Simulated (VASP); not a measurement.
# Na (P6_3/mmc) in VASP: further runs, part 2 of 2

VASP 6.6.1. The steps go on from the part before.

## Step 4: Single point, LDA (37.91 Å³/atom)

This run uses another cell than the first one, of 37.91 Å³/atom.

File INCAR:

```
PREC     = Accurate       # precision mode
ENCUT    = 520            # plane-wave cutoff, eV
EDIFF    = 1E-6           # SCF threshold, eV
ISMEAR   = -1             # smearing method
SIGMA    = 0.05           # smearing width, eV
LREAL    = F              # projectors in reciprocal space
LASPH    = T              # aspherical terms in the spheres
NELM     = 60             # most SCF steps
ALGO     = Fast           # electronic algorithm
ISIF     = 2              # what is computed and relaxed
LWAVE    = F              # write WAVECAR
LCHARG   = F              # write CHGCAR
NBANDS   = 22             # bands
```

File KPOINTS:

```
regular mesh
0
Gamma
  8 8 3
```

File POSCAR:

```
Na
1.0
    3.7248896839      0.0000000000      0.0000000000
   -1.8624448419      3.2258490925      0.0000000000
    0.0000000000      0.0000000000     12.6203525792
Na
4
Direct
    0.6666666667      0.3333333333      0.7500000000
    0.0000000000      0.0000000000      0.5000000000
    0.3333333333      0.6666666667      0.2500000000
    0.0000000000      0.0000000000      0.0000000000
```

Potentials or basis: VASP PAW LDA potentials, release 64 (Na_pv).

Launch:

```sh
$ cat potpaw_LDA.64/Na_pv/POTCAR > POTCAR
$ mpirun -np 1 vasp_std > vasp.out
```

OUTCAR:

```text
PREC = Accurate
   ENCUT = 520
   EDIFF = 1E-6
   ISMEAR = -1
   LREAL = F
   LASPH = T
   NELM = 60
   ISIF = 2

 ion  position               nearest neighbor table
   1  0.667  0.333  0.750-
   2  0.000  0.000  0.500-
   3  0.333  0.667  0.250-
   4  0.000  0.000  0.000-

  LATTYP: Found a hexagonal cell.
 ALAT       =     3.7248896839
 C/A-ratio  =     3.3881144544

  Lattice vectors:

 A1 = (   3.7248896839,   0.0000000000,   0.0000000000)
 A2 = (  -1.8624448419,   3.2258490925,   0.0000000000)
 A3 = (   0.0000000000,   0.0000000000,  12.6203525792)

Analysis of symmetry for initial positions (statically):
=====================================================================
 Subroutine PRICEL returns:
 Original cell was already a primitive cell.

 Routine SETGRP: Setting up the symmetry group for a
 hexagonal supercell.

 Subroutine GETGRP returns: Found 24 space group operations
 (whereof 12 operations were pure point group operations)
 out of a pool of 24 trial point group operations.

The static configuration has the point symmetry D_3d.
 The point group associated with its full space group is D_6h.

Analysis of symmetry for dynamics (positions and initial velocities):
=====================================================================
 Subroutine PRICEL returns:
 Original cell was already a primitive cell.

 Routine SETGRP: Setting up the symmetry group for a
 hexagonal supercell.

 Subroutine GETGRP returns: Found 24 space group operations
 (whereof 12 operations were pure point group operations)
 out of a pool of 24 trial point group operations.

The dynamic configuration has the point symmetry D_3d.
 The point group associated with its full space group is D_6h.

 Subroutine INISYM returns: Found 24 space group operations
 (whereof 12 operations are pure point group operations),
 and found     1 'primitive' translations

----------------------------------------------------------------------------------------

                                     Primitive cell

  volume of cell :     151.6453

  direct lattice vectors                    reciprocal lattice vectors
     3.724889684  0.000000000  0.000000000     0.268464326  0.154997951  0.000000000
    -1.862444842  3.225849092  0.000000000     0.000000000  0.309995902  0.000000000
     0.000000000  0.000000000 12.620352579     0.000000000  0.000000000  0.079237089

  length of vectors
     3.724889684  3.724889684 12.620352579     0.309995902  0.309995902  0.079237089

  position of ions in fractional coordinates (direct lattice)
     0.666666667  0.333333333  0.750000000
     0.000000000  0.000000000  0.500000000
     0.333333333  0.666666667  0.250000000
     0.000000000  0.000000000  0.000000000

  ion indices of the primitive-cell ions
   primitive index   ion index
                 1           1
                 2           2
                 3           3
                 4           4

----------------------------------------------------------------------------------------

 KPOINTS: regular mesh

Automatic generation of k-mesh.
 Grid dimensions read from file:
 generate k-points for:    8    8    3

 Generating k-lattice:

  Cartesian coordinates                     Fractional coordinates (reciprocal lattice)
     0.033558041  0.019374744  0.000000000     0.125000000  0.000000000  0.000000000
     0.000000000  0.038749488  0.000000000     0.000000000  0.125000000  0.000000000
     0.000000000  0.000000000  0.026412363     0.000000000  0.000000000  0.333333333

  Length of vectors
     0.038749488  0.038749488  0.026412363

  Shift w.r.t. Gamma in fractional coordinates (k-lattice)
     0.000000000  0.000000000  0.000000000

 Subroutine IBZKPT returns following result:
 ===========================================

 Found     20 irreducible k-points:

 Following reciprocal coordinates:
            Coordinates               Weight
  0.000000  0.000000  0.000000      1.000000
  0.125000  0.000000  0.000000      6.000000
  0.250000  0.000000  0.000000      6.000000
  0.375000 -0.000000  0.000000      6.000000
  0.500000  0.000000  0.000000      3.000000
  0.125000  0.125000  0.000000      6.000000
[... 12 lines left out ...]
  0.250000  0.250000  0.333333     12.000000
  0.375000  0.250000  0.333333     12.000000
   k-points           NKPTS =     20   k-points in BZ     NKDIM =     20   number of bands    NBANDS=     22
   number of dos      NEDOS =    301   number of ions     NIONS =      4
   total plane-waves  NPLWV =  75264
   dimension x,y,z NGX =    28 NGY =   28 NGZ =   96
   dimension x,y,z NGXF=    56 NGYF=   56 NGZF=  192
   ions per type =               4
   NGX,Y,Z   is equivalent  to a cutoff of  12.50, 12.50, 12.65 a.u.
   NGXF,Y,Z  is equivalent  to a cutoff of  24.99, 24.99, 25.29 a.u.
 SYSTEM =  unknown system
   PREC   = accura    normal or accurate (medium, high low for compatibility)
   ISTART =      0    job   : 0-new  1-cont  2-samecut
   ICHARG =      2    charge: 1-file 2-atom 10-const
   ISPIN  =      1    spin polarized calculation?
   LNONCOLLINEAR =      F non collinear calculations
   LSORBIT =      F    spin-orbit coupling
   LASPH  =      T    aspherical Exc in radial PAW
   ENCUT  =  520.0 eV  38.22 Ry    6.18 a.u.   6.93  6.93 23.47*2*pi/ulx,y,z
   NELM   =     60;   NELMIN=  2; NELMDL= -5     # of ELM steps
   EDIFF  = 0.1E-05   stopping-criterion for ELM
   LREAL  =      F    real-space projection
   EDIFFG = 0.1E-04   stopping-criterion for IOM
   NSW    =      0    number of steps for IOM
   IBRION =     -1    ionic relax: 0-MD 1-quasi-New 2-CG
   NFREE  =      0    steps in history (QN), initial steepest desc. (CG)
   ISIF   =      2    stress and relaxation
   ISYM   =      2    0-nonsym 1-usesym 2-fastsym
   POTIM  = 0.5000    time-step for ionic-motion
   TEBEG  =    0.0;   TEEND  =   0.0 temperature during run
   PSTRESS=    0.0 pullay stress
   NELECT =      28.0000    total number of electrons
   NUPDOWN=      -1.0000    fix difference up-down
   EMIN   =  10.00;   EMAX   =-10.00  energy-range for DOS
   EFERMI =   0.00;   METHOD = LEGACY
   ISMEAR =    -1;   SIGMA  =   0.05  broadening in eV -4-tet -1-fermi 0-gaus
   EFERMI_NEDOS =   21; number of points for ismear=-14 and -15
   IALGO  =     68    algorithm
   IMIX   =      4    mixing-type and parameters
     AMIX     =   0.40;   BMIX     =  1.00
     AMIX_MAG =   1.60;   BMIX_MAG =  1.00
  volume/ion in A,a.u.               =      37.91       255.84
  Fermi-wavevector in a.u.,A,eV,Ry     =   0.932219  1.761638 11.823897  0.869032
  Thomas-Fermi vector in A             =   2.058794
   LORBIT       =      0    0 simple, 1 ext, 2 COOP (PROOUT), +10 PAW based schemes
   GGA     = CA    functional components
   LHFCALC =     F    Hartree Fock is set to
   AEXX    =    0.0000 exact exchange contribution
   IVDW    =     0    specifies the selected vdW correction
   LEPSILON=     F    determine dielectric tensor
   LRPA    =     F    only Hartree local field effects (RPA)
 non-spin polarized calculation
 RMM-DIIS sequential band-by-band and
  energy-cutoff  :      520.00
  volume of cell :      151.65
 maximum number of plane-waves:      4110
 NGX is ok and might be reduce to    28
   NGX = 13   NGY = 13   NGZ = 47

 number of electron      28.0000005 magnetization

 Free energy of the ion-electron system (eV)
  ---------------------------------------------------
  ext. energy  EPLUGINS =         0.00000000
  ---------------------------------------------------
  free energy    TOTEN  =        -5.74940916 eV

  energy without entropy =       -5.73112183  energy(sigma->0) =       -5.74026550

 E-fermi :   0.0843     XC(G=0):  -6.6649

 val. band max:        0.0038451337   @ k =   0.2500   0.2500   0.3333
 cond. band min:       0.1313026346   @ k =   0.2500   0.1250   0.3333
 fundamental gap:      0.1274575010
 Fermi energy:         0.0843254156

 k-point     1 :       0.0000    0.0000    0.0000
  band No.  band energies     occupation
      1     -24.8900      2.00000
      2     -24.8754      2.00000
      3     -24.8750      2.00000
      4     -24.8639      2.00000
      5     -24.8639      2.00000
      6     -24.8621      2.00000
[... 474 lines left out ...]
      6     -24.8798      2.00000
[... 14 lines left out ...]
     21       3.7566      0.00000
     22       3.8938      0.00000

------------------------ aborting loop because EDIFF is reached ----------------------------------------

  FORCE on cell =-STRESS in cart. coord.  units (eV):
  Direction    XX          YY          ZZ          XY          YZ          ZX
  --------------------------------------------------------------------------------------
  -------------------------------------------------------------------------------------
  Total       -0.6355337     -0.6355337     -1.4726894     -0.0000000      0.0000000      0.0000000
  in kB       -6.7146014     -6.7146014    -15.5593984     -0.0000000      0.0000000      0.0000000
  external PRESSURE =      -9.6628670 kB  Pullay stress =       0.0000000 kB

 VOLUME and BASIS-vectors are now :
 -----------------------------------------------------------------------------
  energy-cutoff  :      520.00
  volume of cell :      151.65
      direct lattice vectors                 reciprocal lattice vectors
     3.724889684  0.000000000  0.000000000     0.268464326  0.154997951  0.000000000
    -1.862444842  3.225849092  0.000000000     0.000000000  0.309995902  0.000000000
     0.000000000  0.000000000 12.620352579     0.000000000  0.000000000  0.079237089

 POSITION                                       TOTAL-FORCE (eV/Angst)
 -----------------------------------------------------------------------------------
      1.86244      1.07528      9.46526         0.000000      0.000000      0.000000
      0.00000      0.00000      6.31018        -0.000000      0.000000      0.000000
     -0.00000      2.15057      3.15509         0.000000     -0.000000     -0.000000
      0.00000      0.00000      0.00000        -0.000000      0.000000      0.000000
 -----------------------------------------------------------------------------------
    total drift:                                0.000000     -0.000000      0.000000

  FREE ENERGIE OF THE ION-ELECTRON SYSTEM (eV)
  ---------------------------------------------------
  free  energy   TOTEN  =        -5.7494091575 eV

  energy  without entropy=       -5.7311218328  energy(sigma->0) =       -5.74026550
```

Run time: 67 s. Hardware: 1 thread of AMD EPYC 7R13, shared host; peak memory 0.18 GiB.

Results:

| Quantity | Value |
| --- | --- |
| Free energy | -5.7494 eV |
| Pressure | -1.0 GPa |
| Band gap on the k mesh | zero (bands 14 and 15 overlap by 3.40 eV) |

## Step 5: Single point, LDA (38.65 Å³/atom)

This run uses another cell than the first one, of 38.65 Å³/atom.

File INCAR:

```
SYSTEM = Na
  ALGO = Normal
  EDIFF = 1E-6
  ENCUT = 520
  GGA = CA
  ISIF = 2
  ISMEAR = -1
  LASPH = .True.
  LCHARG = .True.
  LELF = .True.
  LREAL = .False.
  LVHAR = .True.
  LWAVE = .False.
  NBANDS = 22
  NELM = 100
  PREC = Accurate
  SIGMA = 0.05
```

File KPOINTS:

```
k-points
0
Gamma
  8 8 3
  0 0 0
```

File POSCAR:

```
Na
1.0
    3.7490779570      0.0000000000      0.0000000000
   -1.8745389785      3.2467967515      0.0000000000
    0.0000000000      0.0000000000     12.7023052170
Na
4
Direct
    0.6666666667      0.3333333333      0.7500000000
    0.0000000000      0.0000000000      0.5000000000
    0.3333333333      0.6666666667      0.2500000000
    0.0000000000      0.0000000000      0.0000000000
```

Launch:

```sh
$ cat potpaw_LDA.64/Na_pv/POTCAR > POTCAR
$ mpirun -np 1 vasp_std > vasp.out
```

It took 46 s on 1 thread of AMD EPYC 7R13, shared host; peak memory 0.18 GiB.

The run converged. Its results:

```yaml
Free_energy: -5.7316 eV
Pressure: -1.0 GPa
Band_gap_on_the_k_mesh: zero (bands 14 and 15 overlap by 3.36 eV)
```

Stress tensor (GPa, compression positive):
```
-0.72  0.00  0.00
 0.00 -0.72  0.00
 0.00  0.00 -1.57
```

Levels at points of the mesh, in eV from the Fermi level:
| k point | band 11 | band 12 | band 13 | band 14 | band 15 | band 16 | band 17 | band 18 |
| --- | --- | --- | --- | --- | --- | --- | --- | --- |
| (0.00, 0.00, 0.00) | -24.96 | -24.96 | -3.18 | -2.23 | -2.23 | 0.45 | 0.67 | 4.99 |
| (0.50, 0.00, 0.00) | -24.97 | -24.97 | 0.36 | 0.40 | 1.11 | 1.16 | 1.45 | 1.50 |

## Step 6: Single point, LDA

This run uses another cell than the first one, of 37.17 Å³/atom.

File INCAR:

```
  PREC = Accurate
  ENCUT = 520
  EDIFF = 1E-6
  ISMEAR = -1
  SIGMA = 0.05
  LREAL = F
  LASPH = T
  NELM = 80
  ALGO = Normal
  ISIF = 2
  LWAVE = F
  LCHARG = T
  GGA = CA
  LELF = T
  LVHAR = T
  NBANDS = 22
```

File KPOINTS:

```
regular mesh
0
Gamma
  8 8 3
```

File POSCAR:

```
Na
1.0
    3.7003831212      0.0000000000      0.0000000000
   -1.8501915606      3.2046257867      0.0000000000
    0.0000000000      0.0000000000     12.5373215400
Na
4
Direct
    0.6666666667      0.3333333333      0.7500000000
    0.0000000000      0.0000000000      0.5000000000
    0.3333333333      0.6666666667      0.2500000000
    0.0000000000      0.0000000000      0.0000000000
```

Potentials or basis: VASP PAW LDA potentials, release 64 (Na_pv).

Launch:

```sh
$ cat potpaw_LDA.64/Na_pv/POTCAR > POTCAR
$ mpirun -np 1 vasp_std > vasp.out
```

Wall time 21 s (1 thread of Intel Xeon 6975P-C (Granite Rapids), shared host); peak memory 0.21 GiB.

Results (log left out):

```yaml
Free_energy: -5.7652 eV
Pressure: -0.8 GPa
Band_gap_on_the_k_mesh: zero (bands 14 and 15 overlap by 3.44 eV)
```

Stress tensor (GPa, compression positive):
```
-0.49  0.00  0.00
 0.00 -0.49  0.00
 0.00  0.00 -1.41
```

Levels at points of the mesh, in eV from the Fermi level:
```tsv
k point	band 12	band 13	band 14	band 15	band 16	band 17
(0.00, 0.00, 0.00)	-24.93	-3.26	-2.28	-2.28	0.44	0.70
(0.50, 0.00, 0.00)	-24.93	0.37	0.41	1.13	1.19	1.49
```

## Step 7: The runs side by side

```csv
cell,gap on the mesh (eV),pressure (GPa)
"a = 3.676, b = 3.676, c = 12.453 Å, angles 90.0, 90.0, 120.0°, 4 atoms",none,-0.7
"a = 3.700, b = 3.700, c = 12.537 Å, angles 90.0, 90.0, 120.0°, 4 atoms",none,-0.8
"a = 3.725, b = 3.725, c = 12.620 Å, angles 90.0, 90.0, 120.0°, 4 atoms",none,-1.0
"a = 3.749, b = 3.749, c = 12.702 Å, angles 90.0, 90.0, 120.0°, 4 atoms",none,-1.0
```

Alike in all rows: task single point; level LDA; potentials or basis VASP PAW LDA potentials, release 64 (Na_pv); no spin polarisation; k mesh 8 × 8 × 3; cutoff (eV) 520; smearing fermi-dirac 0.05 eV.

Total energies depend on the potentials used, so only differences within one code and one set of settings carry meaning.
